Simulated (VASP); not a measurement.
**PrOs2C: single point with PBE**

Crystal: PrOs2C.

```
Pr Os C
1.0
     4.15540    0.00000    0.00000
    -2.07770    3.59868    0.00000
     0.00000    0.00000    4.99383
Pr Os C
1 2 1
Direct
  0.00000 0.00000 0.00000
  0.33333 0.66667 0.50000
  0.66667 0.33333 0.50000
  0.00000 0.00000 0.50000
```

The cell was built from a structure type or drawn by symmetry, and may not be a known phase.

- Program: VASP 6.6.1
- Task: single point
- Functional: PBE
- Potentials or basis: VASP PAW PBE potentials, release 64 (Pr, Os, C)
- Cutoff: 520 eV
- k mesh: 12 × 12 × 10
- Occupations: gaussian, width 0.1 eV
- Spin: no spin polarisation

```json
{"Pressure": "-5.3 GPa", "Band gap on the k mesh": "zero (an odd number of electrons rules out a gap without spin polarisation)"}
```

Stress tensor (GPa, compression positive):
```
 -1.51   0.00   0.00
  0.00  -1.51   0.00
  0.00   0.00 -12.99
```

Levels at points of the mesh, in eV from the Fermi level:
```
           k point  band 13  band 14  band 15  band 16  band 17  band 18  band 19  band 20
(0.00, 0.00, 0.00)    -1.87    -1.32    -0.86    -0.86    -0.75     0.16     0.17     0.25
(0.50, 0.00, 0.00)    -2.28    -1.46    -0.39     0.03     0.04     0.10     0.11     0.24
(0.00, 0.00, 0.50)    -2.78    -1.65    -1.49    -0.45    -0.45    -0.05     0.01     0.10
(0.50, 0.00, 0.50)    -1.71    -1.38    -1.15     0.04     0.04     0.16     0.34     0.35
```

Wall time 3.1 min on 1 thread of Intel(R) Xeon(R) 6975P-C (Granite Rapids) (shared host), peak memory 0.37 GiB.

Caveat: the cell stands under tension; spin-orbit coupling is left out, which moves the levels of the heavy elements; semilocal functionals describe open f shells poorly, which spoils levels, moments and volumes. Spin polarisation is off, so any magnetic state and its effect on volume and gap are missing.
